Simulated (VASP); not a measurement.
# Be2Sn (Fm-3m) in VASP: notebook, part 2 of 2

VASP 6.6.1. The steps go on from the part before.

**3. Single point, PBEsol**

This run uses another cell than the first one, of 14.56 Å³/atom, 0.913 times its volume.

INCAR

```
SYSTEM = Be2Sn
  ALGO = Normal
  EDIFF = 1E-7
  ENCUT = 520
  GGA = PS
  ISIF = 2
  ISMEAR = 0
  LASPH = .TRUE.
  LCHARG = .FALSE.
  LREAL = .FALSE.
  LWAVE = .FALSE.
  NBANDS = 16
  NELM = 100
  PREC = Accurate
  SIGMA = 0.1
```

KPOINTS

```
k-points
0
G
  6 6 6
  0 0 0
```

POSCAR

```
Be2Sn
1.0
    0.0000000000      2.7949749535      2.7949749535
    2.7949749535      0.0000000000      2.7949749535
    2.7949749535      2.7949749535      0.0000000000
Be Sn
2 1
Direct
    0.7500000000      0.7500000000      0.7500000000
    0.2500000000      0.2500000000      0.2500000000
    0.0000000000      0.0000000000      0.0000000000
```

Potentials or basis: VASP PAW PBE potentials, release 64 (Be, Sn_d).

The run is started by

```console
> cat potpaw_PBE.64/Be/POTCAR potpaw_PBE.64/Sn_d/POTCAR > POTCAR
> mpirun -np 1 vasp_std > vasp.out
```

OUTCAR:

```text
SYSTEM = Be2Sn
   EDIFF = 1E-7
   ENCUT = 520
   GGA = PS
   ISIF = 2
   ISMEAR = 0
   LASPH = .TRUE.
   LREAL = .FALSE.
   NELM = 100
   PREC = Accurate

 ion  position               nearest neighbor table
   1  0.750  0.750  0.750-   3 2.42   3 2.42   3 2.42   3 2.42
   2  0.250  0.250  0.250-   3 2.42   3 2.42   3 2.42   3 2.42
   3  0.000  0.000  0.000-   1 2.42   1 2.42   1 2.42   2 2.42   2 2.42   2 2.42   2 2.42   1 2.42

  LATTYP: Found a face centered cubic cell.
 ALAT       =     5.5899499070

  Lattice vectors:

 A1 = (   0.0000000000,   2.7949749535,   2.7949749535)
 A2 = (   2.7949749535,   0.0000000000,   2.7949749535)
 A3 = (   2.7949749535,   2.7949749535,   0.0000000000)

Analysis of symmetry for initial positions (statically):
=====================================================================
 Subroutine PRICEL returns:
 Original cell was already a primitive cell.

 Routine SETGRP: Setting up the symmetry group for a
 face centered cubic supercell.

 Subroutine GETGRP returns: Found 48 space group operations
 (whereof 48 operations were pure point group operations)
 out of a pool of 48 trial point group operations.

The static configuration has the point symmetry O_h .

Analysis of symmetry for dynamics (positions and initial velocities):
=====================================================================
 Subroutine PRICEL returns:
 Original cell was already a primitive cell.

 Routine SETGRP: Setting up the symmetry group for a
 face centered cubic supercell.

 Subroutine GETGRP returns: Found 48 space group operations
 (whereof 48 operations were pure point group operations)
 out of a pool of 48 trial point group operations.

The dynamic configuration has the point symmetry O_h .

 Subroutine INISYM returns: Found 48 space group operations
 (whereof 48 operations are pure point group operations),
 and found     1 'primitive' translations

----------------------------------------------------------------------------------------

                                     Primitive cell

  volume of cell :      43.6680

  direct lattice vectors                    reciprocal lattice vectors
     0.000000000  2.794974954  2.794974954    -0.178892480  0.178892480  0.178892480
     2.794974954  0.000000000  2.794974954     0.178892480 -0.178892480  0.178892480
     2.794974954  2.794974954  0.000000000     0.178892480  0.178892480 -0.178892480

  length of vectors
     3.952691486  3.952691486  3.952691486     0.309850864  0.309850864  0.309850864

  position of ions in fractional coordinates (direct lattice)
     0.750000000  0.750000000  0.750000000
     0.250000000  0.250000000  0.250000000
     0.000000000  0.000000000  0.000000000

  ion indices of the primitive-cell ions
   primitive index   ion index
                 1           1
                 2           2
                 3           3

----------------------------------------------------------------------------------------

 KPOINTS: k-points

Automatic generation of k-mesh.
 Grid dimensions read from file:
 generate k-points for:    6    6    6

 Generating k-lattice:

  Cartesian coordinates                     Fractional coordinates (reciprocal lattice)
    -0.029815413  0.029815413  0.029815413     0.166666667  0.000000000  0.000000000
     0.029815413 -0.029815413  0.029815413     0.000000000  0.166666667  0.000000000
     0.029815413  0.029815413 -0.029815413     0.000000000  0.000000000  0.166666667

  Length of vectors
     0.051641811  0.051641811  0.051641811

  Shift w.r.t. Gamma in fractional coordinates (k-lattice)
     0.000000000  0.000000000  0.000000000

 Subroutine IBZKPT returns following result:
 ===========================================

 Found     16 irreducible k-points:

 Following reciprocal coordinates:
            Coordinates               Weight
  0.000000  0.000000  0.000000      1.000000
  0.166667  0.000000  0.000000      8.000000
  0.333333  0.000000  0.000000      8.000000
  0.500000  0.000000  0.000000      4.000000
  0.166667  0.166667  0.000000      6.000000
  0.333333  0.166667  0.000000     24.000000
[... 8 lines left out ...]
 -0.333333  0.333333  0.166667     24.000000
 -0.333333  0.500000  0.166667     12.000000
   k-points           NKPTS =     16   k-points in BZ     NKDIM =     16   number of bands    NBANDS=     16
   number of dos      NEDOS =    301   number of ions     NIONS =      3
   total plane-waves  NPLWV =  27000
   dimension x,y,z NGX =    30 NGY =   30 NGZ =   30
   dimension x,y,z NGXF=    60 NGYF=   60 NGZF=   60
   ions per type =               2   1
   NGX,Y,Z   is equivalent  to a cutoff of  12.62, 12.62, 12.62 a.u.
   NGXF,Y,Z  is equivalent  to a cutoff of  25.24, 25.24, 25.24 a.u.
 SYSTEM =  Be2Sn
   PREC   = accura    normal or accurate (medium, high low for compatibility)
   ISTART =      0    job   : 0-new  1-cont  2-samecut
   ICHARG =      2    charge: 1-file 2-atom 10-const
   ISPIN  =      1    spin polarized calculation?
   LNONCOLLINEAR =      F non collinear calculations
   LSORBIT =      F    spin-orbit coupling
   LASPH  =      T    aspherical Exc in radial PAW
   ENCUT  =  520.0 eV  38.22 Ry    6.18 a.u.   7.35  7.35  7.35*2*pi/ulx,y,z
   NELM   =    100;   NELMIN=  2; NELMDL= -5     # of ELM steps
   EDIFF  = 0.1E-06   stopping-criterion for ELM
   LREAL  =      F    real-space projection
   EDIFFG = 0.1E-05   stopping-criterion for IOM
   NSW    =      0    number of steps for IOM
   IBRION =     -1    ionic relax: 0-MD 1-quasi-New 2-CG
   NFREE  =      0    steps in history (QN), initial steepest desc. (CG)
   ISIF   =      2    stress and relaxation
   ISYM   =      2    0-nonsym 1-usesym 2-fastsym
   POTIM  = 0.5000    time-step for ionic-motion
   TEBEG  =    0.0;   TEEND  =   0.0 temperature during run
   PSTRESS=    0.0 pullay stress
   NELECT =      18.0000    total number of electrons
   NUPDOWN=      -1.0000    fix difference up-down
   EMIN   =  10.00;   EMAX   =-10.00  energy-range for DOS
   EFERMI =   0.00;   METHOD = LEGACY
   ISMEAR =     0;   SIGMA  =   0.10  broadening in eV -4-tet -1-fermi 0-gaus
   EFERMI_NEDOS =   21; number of points for ismear=-14 and -15
   IALGO  =     38    algorithm
   IMIX   =      4    mixing-type and parameters
     AMIX     =   0.40;   BMIX     =  1.00
     AMIX_MAG =   1.60;   BMIX_MAG =  1.00
  volume/ion in A,a.u.               =      14.56        98.23
  Fermi-wavevector in a.u.,A,eV,Ry     =   1.218366  2.302378 20.196700  1.484416
  Thomas-Fermi vector in A             =   2.353655
   LORBIT       =      0    0 simple, 1 ext, 2 COOP (PROOUT), +10 PAW based schemes
   GGA     = PS    functional components
   LHFCALC =     F    Hartree Fock is set to
   AEXX    =    0.0000 exact exchange contribution
   IVDW    =     0    specifies the selected vdW correction
   LEPSILON=     F    determine dielectric tensor
   LRPA    =     F    only Hartree local field effects (RPA)
 non-spin polarized calculation
 Gauss-broadening in eV      SIGMA  =   0.10
  energy-cutoff  :      520.00
  volume of cell :       43.67
 maximum number of plane-waves:      1243
 NGX is ok and might be reduce to    30
   NGX = 15   NGY = 15   NGZ = 15

 number of electron      18.0000008 magnetization

 Free energy of the ion-electron system (eV)
  ---------------------------------------------------
  ext. energy  EPLUGINS =         0.00000000
  ---------------------------------------------------
  free energy    TOTEN  =       -10.59691506 eV

  energy without entropy =      -10.59530422  energy(sigma->0) =      -10.59610964

 E-fermi :   7.8727     XC(G=0): -10.4028

 val. band max:        7.7821165552   @ k =   0.5000   0.5000   0.0000
 cond. band min:       7.9605343810   @ k =   0.3333   0.3333   0.0000
 fundamental gap:      0.1784178258
 Fermi energy:         7.8727212140

 k-point     1 :       0.0000    0.0000    0.0000
  band No.  band energies     occupation
      1     -13.7136      2.00000
      2     -13.7136      2.00000
      3     -13.7136      2.00000
      4     -13.5891      2.00000
      5     -13.5891      2.00000
      6      -4.0331      2.00000
[... 8 lines left out ...]
     15      13.5408      0.00000
     16      13.5408      0.00000
[... 267 lines left out ...]
 k-point    16 :      -0.3333    0.5000    0.1667
  band No.  band energies     occupation
      1     -13.7072      2.00000
      2     -13.6668      2.00000
      3     -13.6461      2.00000
      4     -13.6090      2.00000
      5     -13.5742      2.00000
      6      -0.6023      2.00000
[... 8 lines left out ...]
     15      16.0322      0.00000
     16      19.9828      0.00000

------------------------ aborting loop because EDIFF is reached ----------------------------------------

  FORCE on cell =-STRESS in cart. coord.  units (eV):
  Direction    XX          YY          ZZ          XY          YZ          ZX
  --------------------------------------------------------------------------------------
  -------------------------------------------------------------------------------------
  Total        2.1971801      2.1971801      2.1971801     -0.0000000     -0.0000000      0.0000000
  in kB       80.6143730     80.6143730     80.6143730     -0.0000000     -0.0000000      0.0000000
  external PRESSURE =      80.6143730 kB  Pullay stress =       0.0000000 kB

 VOLUME and BASIS-vectors are now :
 -----------------------------------------------------------------------------
  energy-cutoff  :      520.00
  volume of cell :       43.67
      direct lattice vectors                 reciprocal lattice vectors
     0.000000000  2.794974954  2.794974954    -0.178892480  0.178892480  0.178892480
     2.794974954  0.000000000  2.794974954     0.178892480 -0.178892480  0.178892480
     2.794974954  2.794974954  0.000000000     0.178892480  0.178892480 -0.178892480

 POSITION                                       TOTAL-FORCE (eV/Angst)
 -----------------------------------------------------------------------------------
      4.19246      4.19246      4.19246        -0.000000     -0.000000     -0.000000
      1.39749      1.39749      1.39749         0.000000      0.000000      0.000000
      0.00000      0.00000      0.00000         0.000000     -0.000000      0.000000
 -----------------------------------------------------------------------------------
    total drift:                                0.000000     -0.000000     -0.000000

  FREE ENERGIE OF THE ION-ELECTRON SYSTEM (eV)
  ---------------------------------------------------
  free  energy   TOTEN  =       -10.5969150646 eV

  energy  without entropy=      -10.5953042203  energy(sigma->0) =      -10.59610964
```

Run time: 8.4 s. Hardware: 1 thread of AMD EPYC 9R45 (Zen 5), shared host; peak memory 0.14 GiB.

What came out:

```yaml
Free_energy: -10.5969 eV
Pressure: 8.1 GPa
Band_gap_on_the_k_mesh: zero (band 9 reaches 8.78 eV, above the bottom of band 10 at 7.78 eV)
```

Levels at points of the mesh, in eV from the Fermi level:
| k point | band 7 | band 8 | band 9 | band 10 | band 11 | band 12 |
| --- | --- | --- | --- | --- | --- | --- |
| (0.00, 0.00, 0.00) | 0.91 | 0.91 | 0.91 | 1.29 | 1.29 | 1.29 |
| (0.50, 0.00, 0.00) | -7.19 | -1.26 | -1.26 | 1.61 | 1.61 | 2.58 |
| (0.50, 0.50, 0.00) | -6.45 | -3.78 | -3.78 | -0.09 | 0.67 | 7.41 |

Caveat: the PAW data sets were made with another functional, which shifts forces and pressure a little; spin-orbit coupling is left out, which moves the levels of the heavy elements.
